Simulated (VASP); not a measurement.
A run of VASP 6.6.1 is set up as follows.

INCAR

```
SYSTEM = MgB2
ALGO = Normal
EDIFF = 1E-7
ENCUT = 520
GGA = PE
ISIF = 2
ISMEAR = 0
LASPH = .TRUE.
LCHARG = .FALSE.
LREAL = .FALSE.
LWAVE = .FALSE.
NBANDS = 11
NELM = 100
PREC = Accurate
SIGMA = 0.1
```

Contents of KPOINTS:

```
k-points
0
G
  10 10 8
  0 0 0
```

POSCAR

```
MgB2
1.0
    3.1651654773      0.0000000000      0.0000000000
   -1.5825827386      2.7411133302      0.0000000000
    0.0000000000      0.0000000000      3.6145471561
Mg B
1 2
Direct
    0.0000000000      0.0000000000      0.0000000000
    0.3333333333      0.6666666667      0.5000000000
    0.6666666667      0.3333333333      0.5000000000
```

Potentials or basis: VASP PAW PBE potentials, release 64 (Mg, B).

The run is started by

```console
$ cat potpaw_PBE.64/Mg/POTCAR potpaw_PBE.64/B/POTCAR > POTCAR
$ mpirun -np 1 vasp_std > vasp.out
```

(1) Estimate the band gap on the k mesh.

(2) Predict the pressure.

## Answers

(1) zero (band 4 reaches 5.83 eV, above the bottom of band 5 at 3.48 eV).

(2) -11.1 GPa.
